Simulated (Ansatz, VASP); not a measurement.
HfN: VASP beside Ansatz

```
Hf N
1.0
     3.10580    0.00000    0.00000
    -1.55290    2.68970    0.00000
     0.00000    0.00000    5.36818
Hf N
2 2
Direct
  0.66667 0.33333 0.75000
  0.33333 0.66667 0.25000
  0.00000 0.00000 0.00000
  0.00000 0.00000 0.50000
```

Alike in both runs: task single point; functional LDA; k mesh 8 × 8 × 4; occupations fermi-dirac, width 0.05 eV; no spin polarisation.

|  | VASP | Ansatz |
| --- | --- | --- |
| version | VASP 6.6.1 | Ansatz 0.2.0 |
| potentials or method | VASP PAW LDA potentials, release 64 (Hf_pv, N), cutoff 520 eV | plane waves, PAW |
| valence electrons in the cell | 30 | 62 |

|  | VASP | Ansatz | Ansatz less VASP |
| --- | --- | --- | --- |
| pressure (GPa) | -2.4 | -1.3 | +1.07 |

LDA's correlation is that of Perdew and Zunger in VASP and of Perdew and Wang (1992) in Ansatz. VASP's potentials hold 30 valence electrons a cell and Ansatz's 62, so a difference there can come from the potentials and not from the codes.

Spin-orbit coupling is off throughout.
